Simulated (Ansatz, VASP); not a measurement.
CuNi2: VASP beside Ansatz

```
Cu Ni
1.0
     0.00000    2.71380    2.71380
     2.71380    0.00000    2.71380
     2.71380    2.71380    0.00000
Cu Ni
1 2
Direct
  0.00000 0.00000 0.00000
  0.25000 0.25000 0.25000
  0.75000 0.75000 0.75000
```

Alike in both runs: functional PBE; k mesh 14 × 14 × 14; occupations gaussian, width 0.1 eV; collinear spin.

Ansatz relaxed the structure, and its values are those at the end. VASP's run is a single point on that final structure, the one shown.

|  | VASP | Ansatz |
| --- | --- | --- |
| version | VASP 6.6.1 | Ansatz 0.2.0 |
| potentials or method | VASP PAW PBE potentials, release 64 (Cu, Ni), cutoff 520 eV | scalar-relativistic, plane waves, PAW |
| valence electrons in the cell | 31 | 55 |

|  | VASP | Ansatz | Ansatz less VASP |
| --- | --- | --- | --- |
| gap on the k mesh at the Fermi level (eV) | none | none | - |
| pressure (GPa) | 0.3 | 0.0 | -0.29 |
| net moment per atom (μB) | 0.32 | 0.33 | +0.006 |
| size of the moment on the site where the two differ most (μB) | 0.47 | 0.49 | +0.021 |

Site moments also hang on the region over which each program counts them. A gap of «none» marks a metal or a gap that the smearing closes. VASP's potentials hold 31 valence electrons a cell and Ansatz's 55, so a difference there can come from the potentials and not from the codes.
